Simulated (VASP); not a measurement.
# CdTe (e600) (F-43m) in VASP: notebook

Runs on CdTe (e600). Level: PBEsol. Tasks: single point.

All numbers are computed with VASP 6.6.1; they aren't measurements. Logs are shortened: lines on timing, memory, paths and dates and some standing lists are left out, and cuts for length are marked.

## Step 1: The cell of the first run

Symmetry: F-43m, No. 216, cubic system. The conventional cell has a = 6.481 Å, b = 6.481 Å, c = 6.481 Å, α = 90.00°, β = 90.00°, γ = 90.00°. Cd (site symmetry -43m) has 4 Te at 2.81 Å within 3.7 Å. Within 3.7 Å of Te (site symmetry -43m) lie 4 Cd at 2.81 Å.

## Step 2: Single point, PBEsol

INCAR

```
PREC     = Accurate       # precision mode
ENCUT    = 500            # plane-wave cutoff, eV
EDIFF    = 1E-6           # SCF threshold, eV
ISMEAR   = 0              # smearing method
SIGMA    = 0.1            # smearing width, eV
LREAL    = F              # projectors in reciprocal space
LASPH    = T              # aspherical terms in the spheres
NELM     = 120            # most SCF steps
ALGO     = Normal         # electronic algorithm
ISIF     = 2              # what is computed and relaxed
LWAVE    = F              # write WAVECAR
LCHARG   = F              # write CHGCAR
GGA      = PS             # functional
NBANDS   = 16             # bands
GGA_COMPAT= F
```

KPOINTS

```
Automatic mesh
0
Gamma
  6 6 6
```

POSCAR

```
CdTe
1.0
    0.0000000000      3.2405000000      3.2405000000
    3.2405000000      0.0000000000      3.2405000000
    3.2405000000      3.2405000000      0.0000000000
Cd Te
1 1
Direct
    0.0000000000      0.0000000000      0.0000000000
    0.2500000000      0.2500000000      0.2500000000
```

Potentials or basis: VASP PAW PBE potentials, release 64 (Cd, Te).

Started as:

```
cat potpaw_PBE.64/Cd/POTCAR potpaw_PBE.64/Te/POTCAR > POTCAR
mpirun -np 1 vasp_std > vasp.out
```

OUTCAR:

```text
PREC = Accurate
   ENCUT = 500
   EDIFF = 1E-6
   ISMEAR = 0
   LREAL = F
   LASPH = T
   NELM = 120
   ISIF = 2
   GGA = PS

 ion  position               nearest neighbor table
   1  0.000  0.000  0.000-   2 2.81   2 2.81   2 2.81   2 2.81
   2  0.250  0.250  0.250-   1 2.81   1 2.81   1 2.81   1 2.81

  LATTYP: Found a face centered cubic cell.
 ALAT       =     6.4810000000

  Lattice vectors:

 A1 = (   0.0000000000,   3.2405000000,   3.2405000000)
 A2 = (   3.2405000000,   0.0000000000,   3.2405000000)
 A3 = (   3.2405000000,   3.2405000000,   0.0000000000)

Analysis of symmetry for initial positions (statically):
=====================================================================
 Subroutine PRICEL returns:
 Original cell was already a primitive cell.

 Routine SETGRP: Setting up the symmetry group for a
 face centered cubic supercell.

 Subroutine GETGRP returns: Found 24 space group operations
 (whereof 24 operations were pure point group operations)
 out of a pool of 48 trial point group operations.

The static configuration has the point symmetry T_d .

Analysis of symmetry for dynamics (positions and initial velocities):
=====================================================================
 Subroutine PRICEL returns:
 Original cell was already a primitive cell.

 Routine SETGRP: Setting up the symmetry group for a
 face centered cubic supercell.

 Subroutine GETGRP returns: Found 24 space group operations
 (whereof 24 operations were pure point group operations)
 out of a pool of 48 trial point group operations.

The dynamic configuration has the point symmetry T_d .

 Subroutine INISYM returns: Found 24 space group operations
 (whereof 24 operations are pure point group operations),
 and found     1 'primitive' translations

----------------------------------------------------------------------------------------

                                     Primitive cell

  volume of cell :      68.0559

  direct lattice vectors                    reciprocal lattice vectors
     0.000000000  3.240500000  3.240500000    -0.154297176  0.154297176  0.154297176
     3.240500000  0.000000000  3.240500000     0.154297176 -0.154297176  0.154297176
     3.240500000  3.240500000  0.000000000     0.154297176  0.154297176 -0.154297176

  length of vectors
     4.582759049  4.582759049  4.582759049     0.267250549  0.267250549  0.267250549

  position of ions in fractional coordinates (direct lattice)
     0.000000000  0.000000000  0.000000000
[... 69 lines left out ...]
   EDIFF  = 0.1E-05   stopping-criterion for ELM
   LREAL  =      F    real-space projection
   EDIFFG = 0.1E-04   stopping-criterion for IOM
   NSW    =      0    number of steps for IOM
   IBRION =     -1    ionic relax: 0-MD 1-quasi-New 2-CG
   NFREE  =      0    steps in history (QN), initial steepest desc. (CG)
   ISIF   =      2    stress and relaxation
   ISYM   =      2    0-nonsym 1-usesym 2-fastsym
   POTIM  = 0.5000    time-step for ionic-motion
   TEBEG  =    0.0;   TEEND  =   0.0 temperature during run
   PSTRESS=    0.0 pullay stress
   NELECT =      18.0000    total number of electrons
   NUPDOWN=      -1.0000    fix difference up-down
   EMIN   =  10.00;   EMAX   =-10.00  energy-range for DOS
   EFERMI =   0.00;   METHOD = LEGACY
   ISMEAR =     0;   SIGMA  =   0.10  broadening in eV -4-tet -1-fermi 0-gaus
   EFERMI_NEDOS =   21; number of points for ismear=-14 and -15
   IALGO  =     38    algorithm
   IMIX   =      4    mixing-type and parameters
     AMIX     =   0.40;   BMIX     =  1.00
     AMIX_MAG =   1.60;   BMIX_MAG =  1.00
  volume/ion in A,a.u.               =      34.03       229.63
  Fermi-wavevector in a.u.,A,eV,Ry     =   1.050857  1.985832 15.024921  1.104301
  Thomas-Fermi vector in A             =   2.185877
   LORBIT       =      0    0 simple, 1 ext, 2 COOP (PROOUT), +10 PAW based schemes
   GGA     = PS    functional components
   LHFCALC =     F    Hartree Fock is set to
   AEXX    =    0.0000 exact exchange contribution
   IVDW    =     0    specifies the selected vdW correction
   LEPSILON=     F    determine dielectric tensor
   LRPA    =     F    only Hartree local field effects (RPA)
 non-spin polarized calculation
 Gauss-broadening in eV      SIGMA  =   0.10
  energy-cutoff  :      500.00
  volume of cell :       68.06
 maximum number of plane-waves:      1759
 NGX is ok and might be reduce to    36
   NGX = 17   NGY = 17   NGZ = 17

 number of electron      17.9999996 magnetization

 Free energy of the ion-electron system (eV)
  ---------------------------------------------------
  ext. energy  EPLUGINS =         0.00000000
  ---------------------------------------------------
  free energy    TOTEN  =        -5.48310701 eV

  energy without entropy =       -5.48310699  energy(sigma->0) =       -5.48310700

 E-fermi :   2.5527     XC(G=0):  -8.7797

 val. band max:        2.2145829515   @ k =   0.0000   0.0000   0.0000
 cond. band min:       2.8749310971   @ k =   0.0000   0.0000   0.0000
 fundamental gap:      0.6603481456
 Fermi energy:         2.5527341403

 k-point     1 :       0.0000    0.0000    0.0000
  band No.  band energies     occupation
      1      -8.9972      2.00000
      2      -6.0451      2.00000
      3      -6.0451      2.00000
      4      -6.0451      2.00000
      5      -5.7804      2.00000
      6      -5.7804      2.00000
[... 281 lines left out ...]
      3      -5.9109      2.00000
      4      -5.8294      2.00000
      5      -5.7675      2.00000
      6      -5.2338      2.00000
[... 8 lines left out ...]
     15      13.2597      0.00000
     16      13.4920      0.00000

------------------------ aborting loop because EDIFF is reached ----------------------------------------

  FORCE on cell =-STRESS in cart. coord.  units (eV):
  Direction    XX          YY          ZZ          XY          YZ          ZX
  --------------------------------------------------------------------------------------
  -------------------------------------------------------------------------------------
  Total        0.1454736      0.1454736      0.1454736      0.0000000     -0.0000000     -0.0000000
  in kB        3.4247477      3.4247477      3.4247477      0.0000000     -0.0000000     -0.0000000
  external PRESSURE =       3.4247477 kB  Pullay stress =       0.0000000 kB

 VOLUME and BASIS-vectors are now :
 -----------------------------------------------------------------------------
  energy-cutoff  :      500.00
  volume of cell :       68.06
      direct lattice vectors                 reciprocal lattice vectors
     0.000000000  3.240500000  3.240500000    -0.154297176  0.154297176  0.154297176
     3.240500000  0.000000000  3.240500000     0.154297176 -0.154297176  0.154297176
     3.240500000  3.240500000  0.000000000     0.154297176  0.154297176 -0.154297176

 POSITION                                       TOTAL-FORCE (eV/Angst)
 -----------------------------------------------------------------------------------
      0.00000      0.00000      0.00000         0.000000      0.000000      0.000000
      1.62025      1.62025      1.62025        -0.000000     -0.000000     -0.000000
 -----------------------------------------------------------------------------------
    total drift:                                0.000000      0.000000      0.000000

  FREE ENERGIE OF THE ION-ELECTRON SYSTEM (eV)
  ---------------------------------------------------
  free  energy   TOTEN  =        -5.4831070106 eV

  energy  without entropy=       -5.4831069940  energy(sigma->0) =       -5.48310700
```

OSZICAR:

```text
N       E                     dE             d eps       ncg     rms          rms(c)
DAV:   1     0.996314643568E+02    0.99631E+02   -0.82305E+03   512   0.947E+02
DAV:   2    -0.219963065927E+01   -0.10183E+03   -0.96858E+02   616   0.236E+02
DAV:   3    -0.570752500615E+01   -0.35079E+01   -0.35026E+01   632   0.454E+01
DAV:   4    -0.574009190749E+01   -0.32567E-01   -0.32566E-01   760   0.380E+00
DAV:   5    -0.574016033352E+01   -0.68426E-04   -0.68426E-04   672   0.166E-01    0.544E+00
DAV:   6    -0.550211795277E+01    0.23804E+00   -0.43399E-01   600   0.831E+00    0.453E+00
DAV:   7    -0.548396376004E+01    0.18154E-01   -0.99093E-02   552   0.209E+00    0.183E+00
DAV:   8    -0.548307547140E+01    0.88829E-03   -0.10113E-02   576   0.114E+00    0.477E-01
DAV:   9    -0.548305476853E+01    0.20703E-04   -0.73885E-04   624   0.293E-01    0.115E-01
DAV:  10    -0.548308587867E+01   -0.31110E-04   -0.10499E-04   632   0.927E-02    0.541E-02
DAV:  11    -0.548310904009E+01   -0.23161E-04   -0.46074E-05   592   0.403E-02    0.381E-02
DAV:  12    -0.548310717120E+01    0.18689E-05   -0.36167E-06   600   0.132E-02    0.198E-02
DAV:  13    -0.548310701056E+01    0.16064E-06   -0.53277E-07   472   0.353E-03
   1 F= -.54831070E+01 E0= -.54831070E+01  d E =-.165749E-07
```

Run time: 41 s. Hardware: 1 thread of Intel Xeon 8259CL, shared host; peak memory 0.21 GiB.

Results:

| Property | Result |
| --- | --- |
| Free energy | -5.4831 eV |
| Pressure | 0.3 GPa |
| Band gap on the k mesh | 0.66 eV, direct |

Caveat: the PAW data sets were made with another functional, which shifts forces and pressure a little; spin-orbit coupling is left out, which moves the levels of the heavy elements.

## Step 3: Single point, PBEsol

This run uses another cell than the first one, of 34.18 Å³/atom, 1.004 times its volume.

INCAR

```
ALGO     = Normal         # electronic algorithm
EDIFF    = 1E-6           # SCF threshold, eV
ENCUT    = 500            # plane-wave cutoff, eV
GGA      = PS             # functional
GGA_COMPAT= False        
ISIF     = 2              # what is computed and relaxed
ISMEAR   = 0              # smearing method
LASPH    = True           # aspherical terms in the spheres
LCHARG   = False          # write CHGCAR
LREAL    = False          # projectors in reciprocal space
LWAVE    = False          # write WAVECAR
NBANDS   = 16             # bands
NELM     = 120            # most SCF steps
PREC     = Accurate       # precision mode
SIGMA    = 0.02           # smearing width, eV
```

KPOINTS

```
k-points
0
Gamma
  6 6 6
```

POSCAR

```
CdTe
1.0
    0.0000000000      3.2451952196      3.2451952196
    3.2451952196      0.0000000000      3.2451952196
    3.2451952196      3.2451952196      0.0000000000
Cd Te
1 1
Direct
    0.0000000000      0.0000000000      0.0000000000
    0.2500000000      0.2500000000      0.2500000000
```

Potentials or basis: VASP PAW PBE potentials, release 64 (Cd, Te).

Started as:

```
cat potpaw_PBE.64/Cd/POTCAR potpaw_PBE.64/Te/POTCAR > POTCAR
mpirun -np 1 vasp_std > vasp.out
```

OUTCAR:

```text
EDIFF = 1E-6
   ENCUT = 500
   GGA = PS
   ISIF = 2
   ISMEAR = 0
   LASPH = True
   LREAL = False
   NELM = 120
   PREC = Accurate

 ion  position               nearest neighbor table
   1  0.000  0.000  0.000-   2 2.81   2 2.81   2 2.81   2 2.81
   2  0.250  0.250  0.250-   1 2.81   1 2.81   1 2.81   1 2.81

  LATTYP: Found a face centered cubic cell.
 ALAT       =     6.4903904392

  Lattice vectors:

 A1 = (   0.0000000000,   3.2451952196,   3.2451952196)
 A2 = (   3.2451952196,   0.0000000000,   3.2451952196)
 A3 = (   3.2451952196,   3.2451952196,   0.0000000000)

Analysis of symmetry for initial positions (statically):
=====================================================================
 Subroutine PRICEL returns:
 Original cell was already a primitive cell.

 Routine SETGRP: Setting up the symmetry group for a
 face centered cubic supercell.

 Subroutine GETGRP returns: Found 24 space group operations
 (whereof 24 operations were pure point group operations)
 out of a pool of 48 trial point group operations.

The static configuration has the point symmetry T_d .

[... 150 lines left out ...]
  energy without entropy =       -5.48357199  energy(sigma->0) =       -5.48357199

 E-fermi :   2.2942     XC(G=0):  -8.7605

 val. band max:        2.1752216147   @ k =   0.0000   0.0000   0.0000
 cond. band min:       2.8227080618   @ k =   0.0000   0.0000   0.0000
 fundamental gap:      0.6474864471
 Fermi energy:         2.2941992324

 k-point     1 :       0.0000    0.0000    0.0000
  band No.  band energies     occupation
      1      -9.0117      2.00000
      2      -6.0693      2.00000
      3      -6.0693      2.00000
      4      -6.0693      2.00000
      5      -5.8078      2.00000
      6      -5.8078      2.00000
[... 281 lines left out ...]
      3      -5.9369      2.00000
      4      -5.8561      2.00000
      5      -5.7950      2.00000
      6      -5.2673      2.00000
[... 8 lines left out ...]
     15      13.2024      0.00000
     16      13.4368      0.00000

------------------------ aborting loop because EDIFF is reached ----------------------------------------

  FORCE on cell =-STRESS in cart. coord.  units (eV):
  Direction    XX          YY          ZZ          XY          YZ          ZX
  --------------------------------------------------------------------------------------
  -------------------------------------------------------------------------------------
  Total        0.0672231      0.0672231      0.0672231      0.0000000      0.0000000      0.0000000
  in kB        1.5757108      1.5757108      1.5757108      0.0000000      0.0000000      0.0000000
  external PRESSURE =       1.5757108 kB  Pullay stress =       0.0000000 kB

 VOLUME and BASIS-vectors are now :
 -----------------------------------------------------------------------------
  energy-cutoff  :      500.00
  volume of cell :       68.35
      direct lattice vectors                 reciprocal lattice vectors
     0.000000000  3.245195220  3.245195220    -0.154073936  0.154073936  0.154073936
     3.245195220  0.000000000  3.245195220     0.154073936 -0.154073936  0.154073936
     3.245195220  3.245195220  0.000000000     0.154073936  0.154073936 -0.154073936

 POSITION                                       TOTAL-FORCE (eV/Angst)
 -----------------------------------------------------------------------------------
      0.00000      0.00000      0.00000         0.000000      0.000000      0.000000
      1.62260      1.62260      1.62260        -0.000000     -0.000000     -0.000000
 -----------------------------------------------------------------------------------
    total drift:                                0.000000      0.000000      0.000000

  FREE ENERGIE OF THE ION-ELECTRON SYSTEM (eV)
  ---------------------------------------------------
  free  energy   TOTEN  =        -5.4835719872 eV

  energy  without entropy=       -5.4835719872  energy(sigma->0) =       -5.48357199
```

OSZICAR:

```text
N       E                     dE             d eps       ncg     rms          rms(c)
DAV:   1     0.971116102652E+02    0.97112E+02   -0.80386E+03   512   0.938E+02
DAV:   2    -0.212983477157E+01   -0.99241E+02   -0.94177E+02   616   0.232E+02
DAV:   3    -0.570538256930E+01   -0.35755E+01   -0.35710E+01   624   0.455E+01
DAV:   4    -0.574058133652E+01   -0.35199E-01   -0.35197E-01   760   0.388E+00
DAV:   5    -0.574068955424E+01   -0.10822E-03   -0.10822E-03   656   0.185E-01    0.539E+00
DAV:   6    -0.550253710187E+01    0.23815E+00   -0.43288E-01   608   0.828E+00    0.450E+00
DAV:   7    -0.548443116568E+01    0.18106E-01   -0.98497E-02   576   0.208E+00    0.182E+00
DAV:   8    -0.548353797440E+01    0.89319E-03   -0.10029E-02   584   0.113E+00    0.473E-01
DAV:   9    -0.548351937943E+01    0.18595E-04   -0.74387E-04   632   0.293E-01    0.113E-01
DAV:  10    -0.548355039549E+01   -0.31016E-04   -0.10481E-04   608   0.935E-02    0.546E-02
DAV:  11    -0.548357398196E+01   -0.23586E-04   -0.46256E-05   616   0.400E-02    0.374E-02
DAV:  12    -0.548357213606E+01    0.18459E-05   -0.36305E-06   608   0.131E-02    0.196E-02
DAV:  13    -0.548357198717E+01    0.14889E-06   -0.52045E-07   440   0.350E-03
   1 F= -.54835720E+01 E0= -.54835720E+01  d E =-.669549E-19
```

Wall time 44 s (1 thread of Intel Xeon 8259CL, shared host); peak memory 0.21 GiB.

What came out:

* Free energy: -5.4836 eV
* Pressure: 0.2 GPa
* Band gap on the k mesh: 0.65 eV, direct

Levels at points of the mesh, in eV from the valence-band top:
```
           k point  band 7  band 8  band 9  band 10  band 11  band 12
(0.00, 0.00, 0.00)    0.00    0.00    0.00     0.65     4.55     4.55
(0.50, 0.00, 0.00)   -4.45   -0.78   -0.78     1.73     5.13     5.13
(0.50, 0.50, 0.00)   -4.33   -1.87   -1.87     2.50     2.60     8.70
```

Caveat: the PAW data sets were made with another functional, which shifts forces and pressure a little; spin-orbit coupling is left out, which moves the levels of the heavy elements. A hybrid or GW would open this gap; PBEsol tends to underestimate it.

## Step 4: Single point, PBEsol

This run uses another cell than the first one, of 34.18 Å³/atom, 1.004 times its volume.

INCAR

```
PREC = Accurate
ENCUT = 500
EDIFF = 1E-6
ISMEAR = 0
SIGMA = 0.01
LREAL = F
LASPH = T
NELM = 120
ALGO = Normal
ISIF = 2
LWAVE = F
LCHARG = F
GGA = PS
NBANDS = 16
GGA_COMPAT = F
```

KPOINTS

```
regular mesh
0
Gamma
  6 6 6
```

POSCAR is that of step 3.

Started as:

```
cat potpaw_PBE.64/Cd/POTCAR potpaw_PBE.64/Te/POTCAR > POTCAR
mpirun -np 1 vasp_std > vasp.out
```

Run time: 41 s. Hardware: 1 thread of Intel Xeon 8259CL, shared host; peak memory 0.21 GiB.

Results (log left out):

```yaml
Free_energy: -5.4836 eV
Pressure: 0.2 GPa
Band_gap_on_the_k_mesh: 0.65 eV, direct
```

Levels at points of the mesh, in eV from the valence-band top:
```
           k point  band 7  band 8  band 9  band 10  band 11  band 12
(0.00, 0.00, 0.00)    0.00    0.00    0.00     0.65     4.55     4.55
(0.50, 0.00, 0.00)   -4.45   -0.78   -0.78     1.73     5.13     5.13
(0.50, 0.50, 0.00)   -4.33   -1.87   -1.87     2.50     2.60     8.70
```

Caveat: the PAW data sets were made with another functional, which shifts forces and pressure a little; spin-orbit coupling is left out, which moves the levels of the heavy elements.

## Step 5: Single point, PBEsol

This run uses another cell than the first one, of 34.18 Å³/atom, 1.004 times its volume.

INCAR

```
SYSTEM = CdTe
PREC = Accurate ; ENCUT = 500
EDIFF = 1E-6 ; ISMEAR = 0
SIGMA = 0.01 ; LREAL = .FALSE.
LASPH = .TRUE. ; NELM = 120
ALGO = Normal ; ISIF = 2
LWAVE = .FALSE. ; LCHARG = .FALSE.
GGA = PS ; NBANDS = 16
GGA_COMPAT = .FALSE.
```

KPOINTS

```
regular mesh
0
G
  6 6 6
  0 0 0
```

POSCAR is that of step 4.

Started as:

```
cat potpaw_PBE.64/Cd/POTCAR potpaw_PBE.64/Te/POTCAR > POTCAR
mpirun -np 1 vasp_std > vasp.out
```

Run time: 41 s. Hardware: 1 thread of Intel Xeon 8259CL, shared host; peak memory 0.21 GiB.

It converged, with:

* Free energy: -5.4836 eV
* Pressure: 0.2 GPa
* Band gap on the k mesh: 0.65 eV, direct

Levels at points of the mesh, in eV from the valence-band top:
| k point | band 7 | band 8 | band 9 | band 10 | band 11 | band 12 |
| --- | --- | --- | --- | --- | --- | --- |
| (0.00, 0.00, 0.00) | 0.00 | 0.00 | 0.00 | 0.65 | 4.55 | 4.55 |
| (0.50, 0.00, 0.00) | -4.45 | -0.78 | -0.78 | 1.73 | 5.13 | 5.13 |
| (0.50, 0.50, 0.00) | -4.33 | -1.87 | -1.87 | 2.50 | 2.60 | 8.70 |

Caveat: the PAW data sets were made with another functional, which shifts forces and pressure a little; spin-orbit coupling is left out, which moves the levels of the heavy elements.

## Step 6: Overview

```tsv
cell	smearing	gap on the mesh (eV)	pressure (GPa)
a = 4.583 Å, angles 60.0°, 2 atoms	gaussian 0.1 eV	0.66	0.3
a = 4.589 Å, angles 60.0°, 2 atoms	gaussian 0.02 eV	0.65	0.2
a = 4.589 Å, angles 60.0°, 2 atoms	gaussian 0.01 eV	0.65	0.2
```

Alike in all rows: task single point; level PBEsol; potentials or basis VASP PAW PBE potentials, release 64 (Cd, Te); no spin polarisation; k mesh 6 × 6 × 6; cutoff (eV) 500.

Caveats: the PAW data sets were made with another functional, which shifts forces and pressure a little; spin-orbit coupling is left out, which moves the levels of the heavy elements.

Absolute energies hang on the potentials; compare differences alone.
